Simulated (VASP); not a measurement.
A run of VASP 6.6.1 is set up as follows.

INCAR

```
PREC = Accurate
ENCUT = 600
EDIFF = 1E-6
ISMEAR = -1
SIGMA = 0.05
LREAL = F
LASPH = T
NELM = 60
ALGO = Fast
ISIF = 3
LWAVE = F
LCHARG = F
GGA = PS
IBRION = 2
NSW = 60
EDIFFG = -0.01
PSTRESS = 50.0
```

KPOINTS

```
regular mesh
0
Gamma
  11 11 11
```

File POSCAR:

```
Al
1.0
    0.0000000000      2.0248050000      2.0248050000
    2.0248050000      0.0000000000      2.0248050000
    2.0248050000      2.0248050000      0.0000000000
Al
1
Direct
    0.0000000000      0.0000000000      0.0000000000
```

Potentials or basis: VASP PAW PBE potentials, release 64 (Al).

Launch:

```sh
$ cat potpaw_PBE.64/Al/POTCAR > POTCAR
$ mpirun -np 1 vasp_std > vasp.out
```

Q: Estimate the relaxed cell.

A: a = 2.791 Å, b = 2.791 Å, c = 2.791 Å, α = 60.00°, β = 60.00°, γ = 60.00°.

Q: What does it give for the space group after relaxing (to 0.05 Å)?

A: Fm-3m (No. 225).

Q: What does it give for the relaxed volume?

A: 15.37 Å³/atom.

Final structure:
```xyz
1
Lattice="0.0000 1.9734 1.9734 1.9734 0.0000 1.9734 1.9734 1.9734 0.0000" Properties=species:S:1:pos:R:3 pbc="T T T"
Al    0.0000    0.0000    0.0000
```

Caveat: the cell is relaxed towards a set pressure, so the enthalpy falls and the energy may rise; the PAW data sets were made with another functional, which shifts forces and pressure a little.
